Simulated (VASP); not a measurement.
# Na3H (P6/mmm) in VASP: notebook

Runs on Na3H. Level: PBE. Tasks: single point, relaxation of cell and atoms.

Program: VASP 6.6.1. These are calculated values, not measurements. Logs are shortened: lines on timing, memory, paths and dates and some standing lists are left out, and cuts for length are marked.

## (1) The cell of the first run

Symmetry: P6/mmm, No. 191, hexagonal system. Conventional cell: a = 6.163 Å, b = 6.163 Å, c = 3.593 Å, α = 90.00°, β = 90.00°, γ = 120.00°. Na (site symmetry mmm) has 6 Na at 3.08 to 3.59 Å and 2 H at 3.08 Å within 4.1 Å. Within 4.1 Å of H (site symmetry 6/mmm) lie 6 Na at 3.08 Å and 2 H at 3.59 Å.

## (2) Single point, PBE

Input file INCAR:

```
SYSTEM = Na3H
PREC = Accurate
ENCUT = 520
EDIFF = 1E-6
ISMEAR = 0
SIGMA = 0.1
LREAL = .FALSE.
LASPH = .TRUE.
NELM = 80
ALGO = Normal
ISIF = 2
LWAVE = .FALSE.
LCHARG = .FALSE.
GGA = PE
NBANDS = 19
```

Input file KPOINTS:

```
Automatic mesh
0
G
  3 3 6
  0 0 0
```

Input file POSCAR:

```
Na3H
1.0
    6.1625434210      0.0000000000      0.0000000000
   -3.0812717105      5.3369191545      0.0000000000
    0.0000000000      0.0000000000      3.5925592273
Na H
3 1
Direct
    0.5000000000      0.0000000000      0.0000000000
    0.0000000000      0.5000000000      0.0000000000
    0.5000000000      0.5000000000      0.0000000000
    0.0000000000      0.0000000000      0.0000000000
```

Potentials or basis: VASP PAW PBE potentials, release 64 (Na_pv, H).

On the command line:

```sh
> cat potpaw_PBE.64/Na_pv/POTCAR potpaw_PBE.64/H/POTCAR > POTCAR
> mpirun -np 1 vasp_std > vasp.out
```

OUTCAR:

```text
SYSTEM = Na3H
   PREC = Accurate
   ENCUT = 520
   EDIFF = 1E-6
   ISMEAR = 0
   LREAL = .FALSE.
   LASPH = .TRUE.
   NELM = 80
   ISIF = 2
   GGA = PE

 ion  position               nearest neighbor table
   1  0.500  0.000  0.000-
   2  0.000  0.500  0.000-
   3  0.500  0.500  0.000-
   4  0.000  0.000  0.000-

  LATTYP: Found a hexagonal cell.
 ALAT       =     6.1625434210
 C/A-ratio  =     0.5829669638

  Lattice vectors:

 A1 = (   6.1625434210,   0.0000000000,   0.0000000000)
 A2 = (  -3.0812717105,   5.3369191545,   0.0000000000)
 A3 = (   0.0000000000,   0.0000000000,   3.5925592273)

Analysis of symmetry for initial positions (statically):
=====================================================================
 Subroutine PRICEL returns:
 Original cell was already a primitive cell.

 Routine SETGRP: Setting up the symmetry group for a
 hexagonal supercell.

 Subroutine GETGRP returns: Found 24 space group operations
 (whereof 24 operations were pure point group operations)
 out of a pool of 24 trial point group operations.

The static configuration has the point symmetry D_6h.

Analysis of symmetry for dynamics (positions and initial velocities):
=====================================================================
 Subroutine PRICEL returns:
 Original cell was already a primitive cell.

 Routine SETGRP: Setting up the symmetry group for a
 hexagonal supercell.

 Subroutine GETGRP returns: Found 24 space group operations
 (whereof 24 operations were pure point group operations)
 out of a pool of 24 trial point group operations.

The dynamic configuration has the point symmetry D_6h.

 Subroutine INISYM returns: Found 24 space group operations
 (whereof 24 operations are pure point group operations),
 and found     1 'primitive' translations

----------------------------------------------------------------------------------------

                                     Primitive cell

  volume of cell :     118.1557

  direct lattice vectors                    reciprocal lattice vectors
     6.162543421  0.000000000  0.000000000     0.162270662  0.093687010  0.000000000
    -3.081271710  5.336919155  0.000000000     0.000000000  0.187374021  0.000000000
     0.000000000  0.000000000  3.592559227     0.000000000  0.000000000  0.278353101

  length of vectors
     6.162543421  6.162543421  3.592559227     0.187374021  0.187374021  0.278353101

  position of ions in fractional coordinates (direct lattice)
     0.500000000  0.000000000  0.000000000
     0.000000000  0.500000000  0.000000000
     0.500000000  0.500000000  0.000000000
     0.000000000  0.000000000  0.000000000

  ion indices of the primitive-cell ions
   primitive index   ion index
                 1           1
                 2           2
                 3           3
                 4           4

----------------------------------------------------------------------------------------

 KPOINTS: Automatic mesh

Automatic generation of k-mesh.
 Grid dimensions read from file:
 generate k-points for:    3    3    6

 Generating k-lattice:

  Cartesian coordinates                     Fractional coordinates (reciprocal lattice)
     0.054090221  0.031229003  0.000000000     0.333333333  0.000000000  0.000000000
     0.000000000  0.062458007  0.000000000     0.000000000  0.333333333  0.000000000
     0.000000000  0.000000000  0.046392183     0.000000000  0.000000000  0.166666667

  Length of vectors
     0.062458007  0.062458007  0.046392183

  Shift w.r.t. Gamma in fractional coordinates (k-lattice)
     0.000000000  0.000000000  0.000000000

 Subroutine IBZKPT returns following result:
 ===========================================

 Found     12 irreducible k-points:

 Following reciprocal coordinates:
            Coordinates               Weight
  0.000000  0.000000  0.000000      1.000000
  0.333333  0.000000  0.000000      6.000000
  0.333333  0.333333  0.000000      2.000000
  0.000000  0.000000  0.166667      2.000000
  0.333333  0.000000  0.166667     12.000000
  0.333333  0.333333  0.166667      4.000000
  0.000000  0.000000  0.333333      2.000000
  0.333333  0.000000  0.333333     12.000000
  0.333333  0.333333  0.333333      4.000000
  0.000000  0.000000  0.500000      1.000000
  0.333333  0.000000  0.500000      6.000000
  0.333333  0.333333  0.500000      2.000000
   k-points           NKPTS =     12   k-points in BZ     NKDIM =     12   number of bands    NBANDS=     19
   number of dos      NEDOS =    301   number of ions     NIONS =      4
   total plane-waves  NPLWV =  64512
   dimension x,y,z NGX =    48 NGY =   48 NGZ =   28
   dimension x,y,z NGXF=    96 NGYF=   96 NGZF=   56
   ions per type =               3   1
   NGX,Y,Z   is equivalent  to a cutoff of  12.95, 12.95, 12.96 a.u.
   NGXF,Y,Z  is equivalent  to a cutoff of  25.90, 25.90, 25.91 a.u.
 SYSTEM =  Na3H
   PREC   = accura    normal or accurate (medium, high low for compatibility)
   ISTART =      0    job   : 0-new  1-cont  2-samecut
   ICHARG =      2    charge: 1-file 2-atom 10-const
   ISPIN  =      1    spin polarized calculation?
   LNONCOLLINEAR =      F non collinear calculations
   LSORBIT =      F    spin-orbit coupling
   LASPH  =      T    aspherical Exc in radial PAW
   ENCUT  =  520.0 eV  38.22 Ry    6.18 a.u.  11.46 11.46  6.68*2*pi/ulx,y,z
   NELM   =     80;   NELMIN=  2; NELMDL= -5     # of ELM steps
   EDIFF  = 0.1E-05   stopping-criterion for ELM
   LREAL  =      F    real-space projection
   EDIFFG = 0.1E-04   stopping-criterion for IOM
   NSW    =      0    number of steps for IOM
   IBRION =     -1    ionic relax: 0-MD 1-quasi-New 2-CG
   NFREE  =      0    steps in history (QN), initial steepest desc. (CG)
   ISIF   =      2    stress and relaxation
   ISYM   =      2    0-nonsym 1-usesym 2-fastsym
   POTIM  = 0.5000    time-step for ionic-motion
   TEBEG  =    0.0;   TEEND  =   0.0 temperature during run
   PSTRESS=    0.0 pullay stress
   NELECT =      22.0000    total number of electrons
   NUPDOWN=      -1.0000    fix difference up-down
   EMIN   =  10.00;   EMAX   =-10.00  energy-range for DOS
   EFERMI =   0.00;   METHOD = LEGACY
   ISMEAR =     0;   SIGMA  =   0.10  broadening in eV -4-tet -1-fermi 0-gaus
   EFERMI_NEDOS =   21; number of points for ismear=-14 and -15
   IALGO  =     38    algorithm
   IMIX   =      4    mixing-type and parameters
     AMIX     =   0.40;   BMIX     =  1.00
     AMIX_MAG =   1.60;   BMIX_MAG =  1.00
  volume/ion in A,a.u.               =      29.54       199.34
  Fermi-wavevector in a.u.,A,eV,Ry     =   0.934826  1.766565 11.890132  0.873900
  Thomas-Fermi vector in A             =   2.061671
   LORBIT       =      0    0 simple, 1 ext, 2 COOP (PROOUT), +10 PAW based schemes
   GGA     = PE    functional components
   LHFCALC =     F    Hartree Fock is set to
   AEXX    =    0.0000 exact exchange contribution
   IVDW    =     0    specifies the selected vdW correction
   LEPSILON=     F    determine dielectric tensor
   LRPA    =     F    only Hartree local field effects (RPA)
 non-spin polarized calculation
 Gauss-broadening in eV      SIGMA  =   0.10
  energy-cutoff  :      520.00
  volume of cell :      118.16
 maximum number of plane-waves:      3230
 NGX is ok and might be reduce to    48
   NGX = 23   NGY = 23   NGZ = 13

 number of electron      21.9999994 magnetization

 Free energy of the ion-electron system (eV)
  ---------------------------------------------------
  ext. energy  EPLUGINS =         0.00000000
  ---------------------------------------------------
  free energy    TOTEN  =        -5.74125159 eV

  energy without entropy =       -5.73023384  energy(sigma->0) =       -5.73574271

 E-fermi :  -0.2129     XC(G=0):  -6.4675

 val. band max:       -0.2908951147   @ k =   0.0000   0.0000   0.1667
 cond. band min:      -0.1819641583   @ k =   0.3333   0.0000   0.0000
 fundamental gap:      0.1089309564
 Fermi energy:        -0.2129377724

 k-point     1 :       0.0000    0.0000    0.0000
  band No.  band energies     occupation
      1     -25.4021      2.00000
      2     -25.2970      2.00000
      3     -25.2970      2.00000
      4     -25.2547      2.00000
      5     -25.2366      2.00000
      6     -25.2366      2.00000
[... 11 lines left out ...]
     18       8.1557      0.00000
     19       9.2525      0.00000

 k-point     2 :       0.3333    0.0000    0.0000
  band No.  band energies     occupation
      1     -25.3743      2.00000
      2     -25.3037      2.00000
      3     -25.2802      2.00000
      4     -25.2509      2.00000
      5     -25.2420      2.00000
      6     -25.2404      2.00000
[... 11 lines left out ...]
     18       7.8849      0.00000
     19       8.5038      0.00000

 k-point     3 :       0.3333    0.3333    0.0000
  band No.  band energies     occupation
      1     -25.3362      2.00000
      2     -25.3362      2.00000
      3     -25.2628      2.00000
      4     -25.2547      2.00000
      5     -25.2456      2.00000
      6     -25.2456      2.00000
[... 11 lines left out ...]
     18       8.1069      0.00000
     19       8.1069      0.00000

 k-point     4 :       0.0000    0.0000    0.1667
  band No.  band energies     occupation
      1     -25.4010      2.00000
      2     -25.2962      2.00000
      3     -25.2962      2.00000
      4     -25.2621      2.00000
      5     -25.2430      2.00000
      6     -25.2430      2.00000
[... 143 lines left out ...]
     18       4.8309      0.00000
     19       5.4044      0.00000

 k-point    11 :       0.3333    0.0000    0.5000
  band No.  band energies     occupation
      1     -25.3704      2.00000
      2     -25.3008      2.00000
      3     -25.2796      2.00000
      4     -25.2776      2.00000
      5     -25.2668      2.00000
      6     -25.2621      2.00000
[... 11 lines left out ...]
     18       5.7204      0.00000
     19       7.1368      0.00000

 k-point    12 :       0.3333    0.3333    0.5000
  band No.  band energies     occupation
      1     -25.3329      2.00000
      2     -25.3329      2.00000
      3     -25.2732      2.00000
      4     -25.2732      2.00000
      5     -25.2622      2.00000
      6     -25.2608      2.00000
[... 11 lines left out ...]
     18       5.8849      0.00000
     19       6.5633      0.00000

------------------------ aborting loop because EDIFF is reached ----------------------------------------

  FORCE on cell =-STRESS in cart. coord.  units (eV):
  Direction    XX          YY          ZZ          XY          YZ          ZX
  --------------------------------------------------------------------------------------
  -------------------------------------------------------------------------------------
  Total       -0.0008458     -0.0008458      0.0289272      0.0000000     -0.0000000      0.0000000
  in kB       -0.0114683     -0.0114683      0.3922491      0.0000000     -0.0000000      0.0000000
  external PRESSURE =       0.1231041 kB  Pullay stress =       0.0000000 kB

 VOLUME and BASIS-vectors are now :
 -----------------------------------------------------------------------------
  energy-cutoff  :      520.00
  volume of cell :      118.16
      direct lattice vectors                 reciprocal lattice vectors
     6.162543421  0.000000000  0.000000000     0.162270662  0.093687010  0.000000000
    -3.081271710  5.336919155  0.000000000     0.000000000  0.187374021  0.000000000
     0.000000000  0.000000000  3.592559227     0.000000000  0.000000000  0.278353101

 POSITION                                       TOTAL-FORCE (eV/Angst)
 -----------------------------------------------------------------------------------
      3.08127      0.00000      0.00000         0.000000      0.000000      0.000000
     -1.54064      2.66846      0.00000         0.000000      0.000000      0.000000
      1.54064      2.66846      0.00000        -0.000000      0.000000      0.000000
      0.00000      0.00000      0.00000         0.000000      0.000000      0.000000
 -----------------------------------------------------------------------------------
    total drift:                               -0.000000      0.000000      0.000000

  FREE ENERGIE OF THE ION-ELECTRON SYSTEM (eV)
  ---------------------------------------------------
  free  energy   TOTEN  =        -5.7412515888 eV

  energy  without entropy=       -5.7302338389  energy(sigma->0) =       -5.73574271
```

It took 15 s on 1 thread of Intel Xeon 6975P-C (Granite Rapids), shared host; peak memory 0.23 GiB.

Results:

```
Free energy            : -5.7413 eV
Pressure               : 0.0 GPa
Band gap on the k mesh : zero (band 11 reaches 1.18 eV, above the bottom of band 12 at -1.60 eV)
```

Levels at points of the mesh, in eV from the Fermi level:
```tsv
k point	band 7	band 8	band 9	band 10	band 11	band 12	band 13	band 14	band 15	band 16
(0.00, 0.00, 0.00)	-25.01	-25.01	-24.98	-3.40	-0.24	1.24	2.64	2.64	2.66	2.66
(0.00, 0.00, 0.50)	-25.01	-25.01	-24.98	-1.56	0.10	1.77	3.72	3.94	4.98	4.98
```

Caveat: the k points lie up to 0.39 Å⁻¹ apart.

## (3) Single point, PBE

This run uses another cell than the first one, of 17.06 Å³/atom, 0.578 times its volume.

Input file INCAR:

```
PREC = Accurate ; ENCUT = 520
EDIFF = 1E-6 ; ISMEAR = 0
SIGMA = 0.1 ; LREAL = False
LASPH = True ; NELM = 60
ALGO = Normal ; ISIF = 2
LWAVE = False ; LCHARG = False
GGA = PE ; NBANDS = 19
```

Input file KPOINTS:

```
Automatic mesh
0
Gamma
  6 6 4
```

Input file POSCAR:

```
Na3H
1.0
    4.3916586300      0.0000000000      0.0000000000
   -2.1958293200      3.8032879400      0.0000000000
    0.0000000000      0.0000000000      4.0855780300
Na H
3 1
Direct
    0.5000000000      0.0000000000      0.0000000000
    0.0000000000      0.5000000000      0.0000000000
    0.5000000000      0.5000000000      0.0000000000
    0.0000000000      0.0000000000      0.0000000000
```

Potentials or basis: VASP PAW PBE potentials, release 64 (Na_pv, H).

On the command line:

```sh
> cat potpaw_PBE.64/Na_pv/POTCAR potpaw_PBE.64/H/POTCAR > POTCAR
> mpirun -np 1 vasp_std > vasp.out
```

Wall time 16 s (1 thread of Intel Xeon 6975P-C (Granite Rapids), shared host); peak memory 0.18 GiB.

It converged, with:

```
Free energy            : -1.9310 eV
Pressure               : 18.1 GPa
Band gap on the k mesh : zero (band 11 reaches 3.60 eV, above the bottom of band 12 at 1.61 eV)
```

Stress tensor (GPa, compression positive):
```
30.54  0.00  0.00
 0.00 30.54  0.00
 0.00  0.00 -6.71
```

Levels at points of the mesh, in eV from the Fermi level:
| k point | band 9 | band 10 | band 11 | band 12 | band 13 | band 14 |
| --- | --- | --- | --- | --- | --- | --- |
| (0.00, 0.00, 0.00) | -26.73 | -6.12 | -0.51 | 3.65 | 4.66 | 5.06 |
| (0.50, 0.00, 0.00) | -26.76 | -4.85 | -1.84 | 1.21 | 3.21 | 5.57 |
| (0.00, 0.00, 0.50) | -26.73 | -5.31 | -1.90 | 2.08 | 5.83 | 6.31 |
| (0.50, 0.00, 0.50) | -26.76 | -4.38 | 0.28 | 0.46 | 0.60 | 3.78 |

Caveat: the k points lie up to 0.38 Å⁻¹ apart.

## (4) Single point, PBE

This run uses another cell than the first one, of 28.66 Å³/atom, 0.970 times its volume.

Input file INCAR:

```
PREC = Accurate
ENCUT = 520
EDIFF = 1E-6
ISMEAR = 0
SIGMA = 0.1
LREAL = F
LASPH = T
NELM = 80
ALGO = Normal
ISIF = 2
LWAVE = F
LCHARG = F
GGA = PE
NBANDS = 19
```

KPOINTS is that of step 3.

Input file POSCAR:

```
Na3H
1.0
    6.1913527728      0.0000000041      0.0000000000
   -3.0956763899      5.3618687830      0.0000000000
    0.0000000000      0.0000000000      3.4531314714
Na H
3 1
Direct
    0.5000000000      0.0000000000      0.0000000000
    0.0000000000      0.5000000000      0.0000000000
    0.5000000000      0.5000000000      0.0000000000
    0.0000000000      0.0000000000      0.0000000000
```

On the command line:

```sh
> cat potpaw_PBE.64/Na_pv/POTCAR potpaw_PBE.64/H/POTCAR > POTCAR
> mpirun -np 1 vasp_std > vasp.out
```

Run time: 26 s. Hardware: 1 thread of Intel Xeon 6975P-C (Granite Rapids), shared host; peak memory 0.24 GiB.

The run converged. Its results:

| Property | Result |
| --- | --- |
| Free energy | -5.7747 eV |
| Pressure | 0.2 GPa |
| Band gap on the k mesh | zero (band 11 reaches 1.31 eV, above the bottom of band 12 at -1.61 eV) |

Levels at points of the mesh, in eV from the Fermi level:
```
           k point  band 8  band 9  band 10  band 11  band 12  band 13  band 14  band 15
(0.00, 0.00, 0.00)  -24.97  -24.95    -3.41    -0.23     1.12     2.55     2.55     2.58
(0.50, 0.00, 0.00)  -24.99  -24.96    -2.41    -1.90    -0.21     1.29     4.05     5.41
(0.00, 0.00, 0.50)  -24.97  -24.95    -1.31     0.20     2.00     3.91     3.93     5.02
(0.50, 0.00, 0.50)  -24.99  -24.96    -0.95     1.07     1.40     1.66     2.76     4.10
```

Caveat: the k points lie up to 0.45 Å⁻¹ apart.

## (5) Relaxation of cell and atoms, PBE

This run uses another cell than the first one, of 28.66 Å³/atom, 0.970 times its volume.

Input file INCAR:

```
SYSTEM = Na3H
ALGO = Normal
EDIFF = 1E-7
EDIFFG = -0.04
ENCUT = 600
GGA = PE
IBRION = 2
ISIF = 3
ISMEAR = 0
LASPH = .TRUE.
LCHARG = .FALSE.
LREAL = .FALSE.
LWAVE = .FALSE.
NELM = 100
NSW = 90
PREC = Accurate
SIGMA = 0.1
```

Input file KPOINTS:

```
k-points
0
G
  3 3 6
  0 0 0
```

POSCAR, as its differences from that of step 4:

```diff
@@ -2,4 +2,4 @@
 1.0
-    6.1913527728      0.0000000041      0.0000000000
-   -3.0956763899      5.3618687830      0.0000000000
+    6.1913527728      0.0000000000      0.0000000000
+   -3.0956763864      5.3618687850      0.0000000000
     0.0000000000      0.0000000000      3.4531314714
```

On the command line:

```sh
> cat potpaw_PBE.64/Na_pv/POTCAR potpaw_PBE.64/H/POTCAR > POTCAR
> mpirun -np 1 vasp_std > vasp.out
```

It took 79 s on 1 thread of Intel Xeon 6975P-C (Granite Rapids), shared host; peak memory 0.24 GiB.

It converged, with:

```
Free energy                            : -5.7412 eV
Relaxed volume                         : 29.50 Å³/atom
Relaxed cell                           : a = 6.151 Å, b = 6.151 Å, c = 3.602 Å, α = 90.00°, β = 90.00°, γ = 120.00°
Space group after relaxing (to 0.05 Å) : P6/mmm (No. 191)
Energy gained by relaxing              : 3.1 meV/atom
Ionic steps                            : 5
Pressure after relaxing                : 0.0 GPa
Band gap on the k mesh                 : zero (band 11 reaches 1.18 eV, above the bottom of band 12 at -1.58 eV)
```

The path:
| step | energy change (eV) | largest force (eV/Å) | pressure (GPa) | volume (Å³) |
| --- | --- | --- | --- | --- |
| 1 | 0.0000 | 0.0000 | 0.18 | 114.63 |
| 2 | -0.0037 | 0.0000 | 0.16 | 115.18 |
| 3 | -0.0108 | 0.0000 | 0.09 | 116.80 |
| 4 | -0.0081 | 0.0000 | -0.02 | 119.96 |
| 5 | -0.0123 | 0.0000 | 0.04 | 118.01 |

Final structure:
```cif
data_structure
_symmetry_space_group_name_H-M 'P 1'
_symmetry_Int_Tables_number 1
_cell_length_a 6.1508
_cell_length_b 6.1508
_cell_length_c 3.6019
_cell_angle_alpha 90.000
_cell_angle_beta 90.000
_cell_angle_gamma 120.000
_cell_volume 118.01
loop_
_atom_site_label
_atom_site_type_symbol
_atom_site_fract_x
_atom_site_fract_y
_atom_site_fract_z
_atom_site_occupancy
Na1 Na 0.50000 0.00000 0.00000 1
Na2 Na 0.00000 0.50000 0.00000 1
Na3 Na 0.50000 0.50000 0.00000 1
H1 H 0.00000 0.00000 0.00000 1
```

Levels at points of the mesh, in eV from the Fermi level:
| k point | band 9 | band 10 | band 11 | band 12 | band 13 | band 14 |
| --- | --- | --- | --- | --- | --- | --- |
| (0.00, 0.00, 0.00) | -24.99 | -3.41 | -0.24 | 1.25 | 2.65 | 2.67 |
| (0.00, 0.00, 0.50) | -24.99 | -1.59 | 0.08 | 1.76 | 3.71 | 3.95 |

Caveat: the k points lie up to 0.39 Å⁻¹ apart in the final cell.

(Continued in part 2 of 2.)
